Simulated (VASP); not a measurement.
**HfC: single point with PBE**

The system is HfC.

```
CELL_PARAMETERS angstrom
0.00000 4.65000 4.65000
4.65000 0.00000 4.65000
4.65000 4.65000 0.00000
ATOMIC_POSITIONS crystal
Hf 0.25000 0.25000 0.25000
Hf 0.25000 0.25000 0.75000
Hf 0.25000 0.75000 0.25000
Hf 0.25000 0.75000 0.75000
Hf 0.75000 0.25000 0.25000
Hf 0.75000 0.25000 0.75000
Hf 0.75000 0.75000 0.25000
Hf 0.75000 0.75000 0.75000
C 0.00000 0.00000 0.00000
C 0.00000 0.00000 0.50000
C 0.00000 0.50000 0.00000
C 0.00000 0.50000 0.50000
C 0.50000 0.00000 0.00000
C 0.50000 0.00000 0.50000
C 0.50000 0.50000 0.00000
C 0.50000 0.50000 0.50000
```

| Item | Value |
| --- | --- |
| Program | VASP 6.6.1 |
| Task | single point |
| Functional | PBE |
| Potentials or basis | VASP PAW PBE potentials, release 64 (Hf_pv, C) |
| Cutoff | 600 eV |
| k mesh | 3 × 3 × 3 |
| Occupations | methfessel-paxton, width 0.05 eV |
| Spin | no spin polarisation |
| Dipole correction | no |
| Further INCAR settings | ALGO = Normal; EDIFF = 1e-06; NBANDS = 70 |

```yaml
Pressure: -0.6 GPa
Band_gap_on_the_k_mesh: zero (bands 56 and 57 overlap by 0.14 eV)
```

Levels at points of the mesh, in eV from the Fermi level:
```csv
k point,band 54,band 55,band 56,band 57,band 58,band 59
"(0.00, 0.00, 0.00)",0.10,0.10,0.10,1.19,1.19,1.19
```

It took 110 s on 1 thread of Intel(R) Xeon(R) Platinum 8259CL CPU @ 2.50GHz (Skylake/Cascade Lake) (shared host), peak memory 0.4 GiB.

Caveat: the k points lie up to 0.39 Å⁻¹ apart; spin-orbit coupling is left out, which moves the levels of the heavy elements.
